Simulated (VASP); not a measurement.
# Be4S (P-43m) in VASP: notebook

The runs below take Be4S through single point, with PBE.

Program: VASP 6.6.1. These are calculated values, not measurements. Logs are shortened: lines on timing, memory, paths and dates and some standing lists are left out, and cuts for length are marked.

### 1 The cell of the first run

Symmetry: P-43m, No. 215, cubic system. Conventional cell: a = 3.696 Å, b = 3.696 Å, c = 3.696 Å, α = 90.00°, β = 90.00°, γ = 90.00°. Within 2.5 Å of Be (site symmetry 3m) lie 3 Be at 1.92 Å and 1 S at 2.02 Å. S (site symmetry -43m) has 4 Be at 2.02 Å within 2.7 Å.

The cell was built from a structure type or drawn by symmetry, and may not be a known phase.

### 2 Single point, PBE

File INCAR:

```
SYSTEM = Be4S
PREC     = Accurate       ! precision mode
ENCUT    = 520            ! plane-wave cutoff, eV
EDIFF    = 1E-6           ! SCF threshold, eV
ISMEAR   = 0              ! smearing method
SIGMA    = 0.1            ! smearing width, eV
LREAL    = .False.        ! projectors in reciprocal space
LASPH    = .True.         ! aspherical terms in the spheres
NELM     = 80             ! most SCF steps
ALGO     = Normal         ! electronic algorithm
ISIF     = 2              ! what is computed and relaxed
LWAVE    = .False.        ! write WAVECAR
LCHARG   = .True.         ! write CHGCAR
GGA      = PE             ! functional
LELF     = .True.         ! ELF
LVHAR    = .True.       
NBANDS   = 15             ! bands
```

File KPOINTS:

```
Automatic mesh
0
Gamma
  6 6 6
  0 0 0
```

File POSCAR:

```
Be4S
1.0
    3.6959690900      0.0000000000      0.0000000000
    0.0000000000      3.6959690900      0.0000000000
    0.0000000000      0.0000000000      3.6959690900
Be S
4 1
Direct
    0.8161040900      0.8161040900      0.8161040900
    0.1838959100      0.1838959100      0.8161040900
    0.1838959100      0.8161040900      0.1838959100
    0.8161040900      0.1838959100      0.1838959100
    0.5000000000      0.5000000000      0.5000000000
```

Potentials or basis: VASP PAW PBE potentials, release 64 (Be, S).

Started as:

```console
$ cat potpaw_PBE.64/Be/POTCAR potpaw_PBE.64/S/POTCAR > POTCAR
$ mpirun -np 1 vasp_std > vasp.out
```

OUTCAR:

```text
SYSTEM = Be4S
   PREC = Accurate
   ENCUT = 520
   EDIFF = 1E-6
   ISMEAR = 0
   LREAL = .False.
   LASPH = .True.
   NELM = 80
   ISIF = 2
   GGA = PE

 ion  position               nearest neighbor table
   1  0.816  0.816  0.816-   2 1.92   3 1.92   4 1.92   5 2.02
   2  0.184  0.184  0.816-   1 1.92   3 1.92   4 1.92   5 2.02
   3  0.184  0.816  0.184-   1 1.92   2 1.92   4 1.92   5 2.02
   4  0.816  0.184  0.184-   1 1.92   2 1.92   3 1.92   5 2.02
   5  0.500  0.500  0.500-   1 2.02   2 2.02   3 2.02   4 2.02

  LATTYP: Found a simple cubic cell.
 ALAT       =     3.6959690900

  Lattice vectors:

 A1 = (   3.6959690900,   0.0000000000,   0.0000000000)
 A2 = (   0.0000000000,   3.6959690900,   0.0000000000)
 A3 = (   0.0000000000,   0.0000000000,   3.6959690900)

Analysis of symmetry for initial positions (statically):
=====================================================================
 Subroutine PRICEL returns:
 Original cell was already a primitive cell.

 Routine SETGRP: Setting up the symmetry group for a
 simple cubic supercell.

 Subroutine GETGRP returns: Found 24 space group operations
 (whereof 24 operations were pure point group operations)
 out of a pool of 48 trial point group operations.

The static configuration has the point symmetry T_d .

Analysis of symmetry for dynamics (positions and initial velocities):
=====================================================================
 Subroutine PRICEL returns:
 Original cell was already a primitive cell.

 Routine SETGRP: Setting up the symmetry group for a
 simple cubic supercell.

 Subroutine GETGRP returns: Found 24 space group operations
 (whereof 24 operations were pure point group operations)
 out of a pool of 48 trial point group operations.

The dynamic configuration has the point symmetry T_d .

 Subroutine INISYM returns: Found 24 space group operations
 (whereof 24 operations are pure point group operations),
 and found     1 'primitive' translations

----------------------------------------------------------------------------------------

                                     Primitive cell

  volume of cell :      50.4876

  direct lattice vectors                    reciprocal lattice vectors
     3.695969090  0.000000000  0.000000000     0.270565033  0.000000000  0.000000000
     0.000000000  3.695969090  0.000000000     0.000000000  0.270565033  0.000000000
     0.000000000  0.000000000  3.695969090     0.000000000  0.000000000  0.270565033

  length of vectors
     3.695969090  3.695969090  3.695969090     0.270565033  0.270565033  0.270565033

  position of ions in fractional coordinates (direct lattice)
     0.816104090  0.816104090  0.816104090
     0.183895910  0.183895910  0.816104090
     0.183895910  0.816104090  0.183895910
     0.816104090  0.183895910  0.183895910
     0.500000000  0.500000000  0.500000000

  ion indices of the primitive-cell ions
   primitive index   ion index
                 1           1
                 2           2
                 3           3
                 4           4
                 5           5

----------------------------------------------------------------------------------------

 KPOINTS: Automatic mesh

Automatic generation of k-mesh.
 Grid dimensions read from file:
 generate k-points for:    6    6    6

 Generating k-lattice:

  Cartesian coordinates                     Fractional coordinates (reciprocal lattice)
     0.045094172  0.000000000  0.000000000     0.166666667  0.000000000  0.000000000
     0.000000000  0.045094172  0.000000000     0.000000000  0.166666667  0.000000000
     0.000000000  0.000000000  0.045094172     0.000000000  0.000000000  0.166666667

  Length of vectors
     0.045094172  0.045094172  0.045094172

  Shift w.r.t. Gamma in fractional coordinates (k-lattice)
     0.000000000  0.000000000  0.000000000

 Subroutine IBZKPT returns following result:
 ===========================================

 Found     20 irreducible k-points:

 Following reciprocal coordinates:
            Coordinates               Weight
  0.000000  0.000000  0.000000      1.000000
  0.166667  0.000000  0.000000      6.000000
  0.333333  0.000000  0.000000      6.000000
  0.500000  0.000000  0.000000      3.000000
  0.166667  0.166667  0.000000     12.000000
  0.333333  0.166667  0.000000     24.000000
[... 12 lines left out ...]
  0.500000  0.500000  0.333333      6.000000
  0.500000  0.500000  0.500000      1.000000
   k-points           NKPTS =     20   k-points in BZ     NKDIM =     20   number of bands    NBANDS=     15
   number of dos      NEDOS =    301   number of ions     NIONS =      5
   total plane-waves  NPLWV =  21952
   dimension x,y,z NGX =    28 NGY =   28 NGZ =   28
   dimension x,y,z NGXF=    56 NGYF=   56 NGZF=   56
   ions per type =               4   1
   NGX,Y,Z   is equivalent  to a cutoff of  12.59, 12.59, 12.59 a.u.
   NGXF,Y,Z  is equivalent  to a cutoff of  25.19, 25.19, 25.19 a.u.
 SYSTEM =  Be4S
   PREC   = accura    normal or accurate (medium, high low for compatibility)
   ISTART =      0    job   : 0-new  1-cont  2-samecut
   ICHARG =      2    charge: 1-file 2-atom 10-const
   ISPIN  =      1    spin polarized calculation?
   LNONCOLLINEAR =      F non collinear calculations
   LSORBIT =      F    spin-orbit coupling
   LASPH  =      T    aspherical Exc in radial PAW
   ENCUT  =  520.0 eV  38.22 Ry    6.18 a.u.   6.87  6.87  6.87*2*pi/ulx,y,z
   NELM   =     80;   NELMIN=  2; NELMDL= -5     # of ELM steps
   EDIFF  = 0.1E-05   stopping-criterion for ELM
   LREAL  =      F    real-space projection
   EDIFFG = 0.1E-04   stopping-criterion for IOM
   NSW    =      0    number of steps for IOM
   IBRION =     -1    ionic relax: 0-MD 1-quasi-New 2-CG
   NFREE  =      0    steps in history (QN), initial steepest desc. (CG)
   ISIF   =      2    stress and relaxation
   ISYM   =      2    0-nonsym 1-usesym 2-fastsym
   POTIM  = 0.5000    time-step for ionic-motion
   TEBEG  =    0.0;   TEEND  =   0.0 temperature during run
   PSTRESS=    0.0 pullay stress
   NELECT =      14.0000    total number of electrons
   NUPDOWN=      -1.0000    fix difference up-down
   EMIN   =  10.00;   EMAX   =-10.00  energy-range for DOS
   EFERMI =   0.00;   METHOD = LEGACY
   ISMEAR =     0;   SIGMA  =   0.10  broadening in eV -4-tet -1-fermi 0-gaus
   EFERMI_NEDOS =   21; number of points for ismear=-14 and -15
   IALGO  =     38    algorithm
   IMIX   =      4    mixing-type and parameters
     AMIX     =   0.40;   BMIX     =  1.00
     AMIX_MAG =   1.60;   BMIX_MAG =  1.00
  volume/ion in A,a.u.               =      10.10        68.14
  Fermi-wavevector in a.u.,A,eV,Ry     =   1.067552  2.017381 15.506125  1.139668
  Thomas-Fermi vector in A             =   2.203172
   LORBIT       =      0    0 simple, 1 ext, 2 COOP (PROOUT), +10 PAW based schemes
   GGA     = PE    functional components
   LHFCALC =     F    Hartree Fock is set to
   AEXX    =    0.0000 exact exchange contribution
   IVDW    =     0    specifies the selected vdW correction
   LEPSILON=     F    determine dielectric tensor
   LRPA    =     F    only Hartree local field effects (RPA)
 non-spin polarized calculation
 Gauss-broadening in eV      SIGMA  =   0.10
  energy-cutoff  :      520.00
  volume of cell :       50.49
 maximum number of plane-waves:      1388
 NGX is ok and might be reduce to    28
   NGX = 13   NGY = 13   NGZ = 13

 number of electron      14.0000004 magnetization

 Free energy of the ion-electron system (eV)
  ---------------------------------------------------
  ext. energy  EPLUGINS =         0.00000000
  ---------------------------------------------------
  free energy    TOTEN  =       -17.22876455 eV

  energy without entropy =      -17.21947394  energy(sigma->0) =      -17.22411925

 E-fermi :   6.1348     XC(G=0): -10.4086

 val. band max:        6.1056733089   @ k =   0.3333   0.1667   0.0000
 cond. band min:       6.2842571112   @ k =   0.5000   0.5000   0.0000
 fundamental gap:      0.1785838023
 Fermi energy:         6.1348347965

 k-point     1 :       0.0000    0.0000    0.0000
  band No.  band energies     occupation
      1      -8.7518      2.00000
      2      -0.3378      2.00000
      3       2.0122      2.00000
      4       2.0122      2.00000
      5       2.0122      2.00000
      6       4.9002      2.00000
      7       4.9002      2.00000
      8       9.6006      0.00000
      9       9.6006      0.00000
     10       9.6006      0.00000
     11       9.6486      0.00000
     12      14.7925      0.00000
     13      14.7925      0.00000
     14      14.7925      0.00000
     15      15.0412      0.00000

 k-point     2 :       0.1667    0.0000    0.0000
  band No.  band energies     occupation
      1      -8.6317      2.00000
      2      -0.7584      2.00000
      3       1.5490      2.00000
      4       2.0902      2.00000
      5       2.0902      2.00000
      6       5.1836      2.00000
      7       5.4526      2.00000
      8       8.6097      0.00000
      9       9.2960      0.00000
     10       9.2960      0.00000
     11      11.7777      0.00000
     12      12.3443      0.00000
     13      13.6877      0.00000
     14      13.6877      0.00000
     15      15.0176      0.00000
[... 293 lines left out ...]
      3      -0.3007      2.00000
      4       0.2544      2.00000
      5       1.2892      2.00000
      6       3.9056      2.00000
      7       3.9056      2.00000
      8       3.9399      2.00000
      9      12.6356      0.00000
     10      14.0181      0.00000
     11      14.0181      0.00000
     12      15.3938      0.00000
     13      16.1148      0.00000
     14      16.5678      0.00000
     15      16.9610      0.00000

 k-point    20 :       0.5000    0.5000    0.5000
  band No.  band energies     occupation
      1      -7.3038      2.00000
      2       0.0250      2.00000
      3       0.0250      2.00000
      4       0.0250      2.00000
      5       1.3970      2.00000
      6       3.1975      2.00000
      7       3.1975      2.00000
      8       3.1975      2.00000
      9      14.8588      0.00000
     10      14.8588      0.00000
     11      14.8588      0.00000
     12      16.2243      0.00000
     13      16.2243      0.00000
     14      17.0768      0.00000
     15      17.0768      0.00000

------------------------ aborting loop because EDIFF is reached ----------------------------------------

  FORCE on cell =-STRESS in cart. coord.  units (eV):
  Direction    XX          YY          ZZ          XY          YZ          ZX
  --------------------------------------------------------------------------------------
  -------------------------------------------------------------------------------------
  Total        4.9446340      4.9446340      4.9446340      0.0000000     -0.0000000     -0.0000000
  in kB      156.9132961    156.9132961    156.9132961      0.0000000     -0.0000000     -0.0000000
  external PRESSURE =     156.9132961 kB  Pullay stress =       0.0000000 kB

 VOLUME and BASIS-vectors are now :
 -----------------------------------------------------------------------------
  energy-cutoff  :      520.00
  volume of cell :       50.49
      direct lattice vectors                 reciprocal lattice vectors
     3.695969090  0.000000000  0.000000000     0.270565033  0.000000000  0.000000000
     0.000000000  3.695969090  0.000000000     0.000000000  0.270565033  0.000000000
     0.000000000  0.000000000  3.695969090     0.000000000  0.000000000  0.270565033

 POSITION                                       TOTAL-FORCE (eV/Angst)
 -----------------------------------------------------------------------------------
      3.01630      3.01630      3.01630        -1.716126     -1.716126     -1.716126
      0.67967      0.67967      3.01630         1.716126      1.716126     -1.716126
      0.67967      3.01630      0.67967         1.716126     -1.716126      1.716126
      3.01630      0.67967      0.67967        -1.716126      1.716126      1.716126
      1.84798      1.84798      1.84798         0.000000      0.000000      0.000000
 -----------------------------------------------------------------------------------
    total drift:                                0.000000      0.000000      0.000000

  FREE ENERGIE OF THE ION-ELECTRON SYSTEM (eV)
  ---------------------------------------------------
  free  energy   TOTEN  =       -17.2287645547 eV

  energy  without entropy=      -17.2194739438  energy(sigma->0) =      -17.22411925
```

Wall time 7.4 s (1 thread of AMD EPYC 9R45 (Zen 5), shared host); peak memory 0.12 GiB.

Results:

| Quantity | Value |
| --- | --- |
| Free energy | -17.2288 eV |
| Pressure | 15.7 GPa |
| Largest force | 2.972 eV/Å |
| Band gap on the k mesh | zero (bands 7 and 8 overlap by 3.69 eV) |

Forces in eV/Å, atoms in the order of the input:
```
Be  -1.716 -1.716 -1.716
Be   1.716  1.716 -1.716
Be   1.716 -1.716  1.716
Be  -1.716  1.716  1.716
S    0.000  0.000  0.000
```

Caveat: the cell stands under pressure; forces of over 1 eV/Å act on the atoms, so gaps and moduli don't describe the material at rest.

### 3 Single point, PBE

This run uses another cell than the first one, of 11.51 Å³/atom.

File INCAR:

```
ALGO = Normal ; EDIFF = 1E-6
ENCUT = 520 ; GGA = PE
ISIF = 2 ; ISMEAR = 0
LASPH = True ; LCHARG = False
LREAL = False ; LWAVE = False
NBANDS = 15 ; NELM = 60
PREC = Accurate ; SIGMA = 0.1
```

File KPOINTS:

```
k-points
0
Gamma
  6 6 6
```

File POSCAR:

```
Be4S
1.0
    3.8609425762      0.0000000000      0.0000000000
    0.0000000000      3.8609425762      0.0000000000
    0.0000000000      0.0000000000      3.8609425762
Be S
4 1
Direct
    0.8010688081      0.8010688081      0.8010688081
    0.1989311919      0.1989311919      0.8010688081
    0.1989311919      0.8010688081      0.1989311919
    0.8010688081      0.1989311919      0.1989311919
    0.5000000000      0.5000000000      0.5000000000
```

Potentials or basis: VASP PAW PBE potentials, release 64 (Be, S).

Started as:

```console
$ cat potpaw_PBE.64/Be/POTCAR potpaw_PBE.64/S/POTCAR > POTCAR
$ mpirun -np 1 vasp_std > vasp.out
```

It took 8.5 s on 1 thread of AMD EPYC 9R45 (Zen 5), shared host; peak memory 0.13 GiB.

Results (log left out):

```
Free energy            : -18.0386 eV
Pressure               : 0.1 GPa
Band gap on the k mesh : zero (bands 7 and 8 overlap by 3.40 eV)
```

Levels at points of the mesh, in eV from the Fermi level:
```tsv
k point	band 3	band 4	band 5	band 6	band 7	band 8	band 9	band 10	band 11	band 12
(0.00, 0.00, 0.00)	-4.37	-4.37	-4.37	-1.18	-1.18	3.59	3.59	3.59	3.85	7.42
(0.50, 0.00, 0.00)	-4.11	-4.11	-3.49	-2.38	0.83	1.70	2.42	2.42	5.40	6.42
(0.50, 0.50, 0.00)	-6.80	-5.30	-3.70	0.09	0.09	1.08	1.41	4.60	4.60	5.42
(0.50, 0.50, 0.50)	-6.03	-6.03	-3.81	-2.57	-2.57	-2.57	7.50	7.50	7.50	9.29
```
